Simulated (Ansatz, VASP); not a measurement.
## GaB2 in VASP and in Ansatz

```xyz
3
Lattice="0.0000 2.5482 2.5482 2.5482 0.0000 2.5482 2.5482 2.5482 0.0000" Properties=species:S:1:pos:R:3 pbc="T T T"
Ga    0.0000    0.0000    0.0000
B     1.2741    1.2741    1.2741
B     3.8223    3.8223    3.8223
```

Alike in both runs: functional PBE; k mesh 6 × 6 × 6; occupations gaussian, width 0.1 eV; no spin polarisation.

Ansatz relaxed the structure, and its values are those at the end. VASP's run is a single point on that final structure, the one shown.

```csv
,VASP,Ansatz
version,VASP 6.6.1,Ansatz 0.2.0
potentials or method,"VASP PAW PBE potentials, release 64 (Ga_d, B), cutoff 500 eV","scalar-relativistic, plane waves, PAW"
valence electrons in the cell,19,19
```

|  | VASP | Ansatz | Ansatz less VASP |
| --- | --- | --- | --- |
| gap on the k mesh at the Fermi level (eV) | none | none | - |
| pressure (GPa) | 0.2 | 0.1 | -0.07 |

A gap of «none» marks a metal or a gap that the smearing closes. The functional is the same, so the differences come from potentials, cutoffs and numerics.
